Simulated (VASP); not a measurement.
PtS2:

```
Pt S
1.0
    -2.29994    3.77854    3.56011
     2.33667   -3.78949    3.59542
     2.31446    3.79815   -3.57187
Pt S
2 4
Direct
  0.74966 0.75671 0.99466
  0.24007 0.24102 0.99605
  0.91977 0.69364 0.62220
  0.07803 0.30833 0.37564
  0.56450 0.20011 0.77025
  0.42371 0.80872 0.24031
```

```yaml
Program: VASP 6.6.1
Task: relaxation of cell and atoms
Functional: PBEsol
Potentials_or_basis: VASP PAW PBE potentials, release 64 (Pt, S)
Cutoff: 600 eV
k_mesh: 4 × 4 × 4
Occupations: fermi-dirac, width 0.05 eV
Spin: no spin polarisation
```

At the start: pressure -4.1 GPa; volume 21.01 Å³/atom.

Problem. Where does the relaxation end?

Solution. Over 14 steps the energy falls by 28.8 meV/atom and the volume is 20.35 Å³/atom (-3.2 %); space group C2/m (No. 12, to 0.1 Å) before, Ibam (No. 72, to 0.1 Å).

The path:
```
step  energy change (eV)  largest force (eV/Å)  pressure (GPa)  volume (Å³)
   1              0.0000                1.0031           -4.06       126.08
   2              0.0376                1.0799            8.08       116.53
   3             -0.1381                0.5840            0.95       121.34
   4             -0.1602                0.2753           -0.34       122.24
   5             -0.1627                0.1981           -0.05       122.02
   6             -0.1691                0.1296           -0.08       122.04
   7             -0.1697                0.1322           -0.08       122.05
   8             -0.1717                0.0784            0.17       121.89
   9             -0.1717                0.0799            0.18       121.87
  10             -0.1724                0.0533           -0.17       122.19
  11             -0.1724                0.0528           -0.17       122.17
  12             -0.1728                0.0322            0.06       122.04
  13             -0.1728                0.0315            0.01       122.07
  14             -0.1729                0.0091            0.02       122.08
```

Final structure:
```xyz
6
Lattice="-2.2609 3.7724 3.5155 2.2618 -3.8131 3.5590 2.2808 3.8255 -3.5590" Properties=species:S:1:pos:R:3 pbc="T T T"
Pt    2.2931    3.7748    1.7385
Pt    2.2934    3.7928   -1.7992
S     0.9186    3.2114    3.5043
S     1.3872    0.5339   -0.0058
S     0.9154    4.3273   -0.0280
S     1.3902   -0.5875    3.5260
```

Caveat: the k points lie up to 0.40 Å⁻¹ apart in the final cell; the PAW data sets were made with another functional, which shifts forces and pressure a little.
